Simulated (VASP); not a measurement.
Input of a VASP 6.6.1 run:

Contents of INCAR:

```
SYSTEM = InAs
  PREC = Accurate
  ENCUT = 500
  EDIFF = 1E-6
  ISMEAR = -1
  SIGMA = 0.02
  LREAL = .FALSE.
  LASPH = .TRUE.
  NELM = 200
  ALGO = Normal
  ISIF = 2
  LWAVE = .FALSE.
  LCHARG = .FALSE.
  ISPIN = 2
  MAGMOM = 0 0 0 0
  LORBIT = 11
  GGA = PS
  NBANDS = 30
  GGA_COMPAT = .FALSE.
```

File KPOINTS:

```
Automatic mesh
0
G
  6 6 4
  0 0 0
```

Contents of POSCAR:

```
InAs
1.0
    3.9653011097      0.0000000000      0.0000000000
   -1.9826505549      3.4340514946      0.0000000000
    0.0000000000      0.0000000000      6.8488974507
In As
2 2
Direct
    0.0000000000      0.0000000000      0.0000000000
    0.0000000000      0.0000000000      0.5000000000
    0.3333333333      0.6666666667      0.2500000000
    0.6666666667      0.3333333333      0.7500000000
```

Potentials or basis: VASP PAW PBE potentials, release 64 (In_d, As).

Command:

```bash
$ cat potpaw_PBE.64/In_d/POTCAR potpaw_PBE.64/As/POTCAR > POTCAR
$ mpirun -np 1 vasp_std > vasp.out
```

Task: What does it give for the band gap on the k mesh?

Result: Zero (filled and empty bands overlap).

Task: What does it give for the pressure?

Result: -1.0 GPa.

Task: Estimate the net moment.

Result: 0.00 μB per cell.

Stress tensor (GPa, compression positive):
```
-1.40  0.00  0.00
 0.00 -1.40  0.00
 0.00  0.00 -0.30
```

Caveat: the PAW data sets were made with another functional, which shifts forces and pressure a little; spin-orbit coupling is left out, which moves the levels of the heavy elements.
